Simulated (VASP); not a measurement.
Set up this calculation in VASP 6.6.1, as the native input.

```
Task                   : single point
Functional             : revPBE
Potentials or basis    : VASP PAW PBE potentials, release 64 (Bi_d, Se)
Cutoff                 : 520 eV
k mesh                 : 8 × 8 × 8
Occupations            : fermi-dirac, width 0.05 eV
Spin                   : no spin polarisation
Dipole correction      : no
Further INCAR settings : ALGO = Normal; EDIFF = 1e-06; NBANDS = 32
```

The structure of Bi2Se3 lies in POSCAR:

```
Bi2Se3
1.0
    2.0435033248      1.1798171946      9.4163265280
   -2.0435033248      1.1798171946      9.4163265280
    0.0000000000     -2.3596343894      9.4163265280
Bi Se
2 3
Direct
    0.5992000000      0.5992000000      0.5992000000
    0.4008000000      0.4008000000      0.4008000000
    0.7883000000      0.7883000000      0.7883000000
    0.2117000000      0.2117000000      0.2117000000
    0.0000000000      0.0000000000      0.0000000000
```

These files were run (other wordings do the same):

INCAR

```
PREC = Accurate ; ENCUT = 520
EDIFF = 1E-6 ; ISMEAR = -1
SIGMA = 0.05 ; LREAL = False
LASPH = True ; NELM = 80
ALGO = Normal ; ISIF = 2
LWAVE = False ; LCHARG = True
GGA = RE ; LELF = True
LVHAR = True ; NBANDS = 32
```

KPOINTS

```
Automatic mesh
0
Gamma
  8 8 8
```

Potentials or basis: VASP PAW PBE potentials, release 64 (Bi_d, Se).

The run is started by

```bash
$ cat potpaw_PBE.64/Bi_d/POTCAR potpaw_PBE.64/Se/POTCAR > POTCAR
$ mpirun -np 1 vasp_std > vasp.out
```

Results of the run:

```json
{
  "Pressure": "6.9 GPa",
  "Largest force": "0.511 eV/Å",
  "Band gap on the k mesh": "0.23 eV"
}
```

Caveat: the cell stands under pressure; the PAW data sets were made with another functional, which shifts forces and pressure a little; spin-orbit coupling is left out, which moves the levels of the heavy elements.

Run time: 15 min on 1 thread of Intel(R) Xeon(R) Platinum 8488C (Sapphire Rapids), with other jobs on the host, peak memory 0.83 GiB.
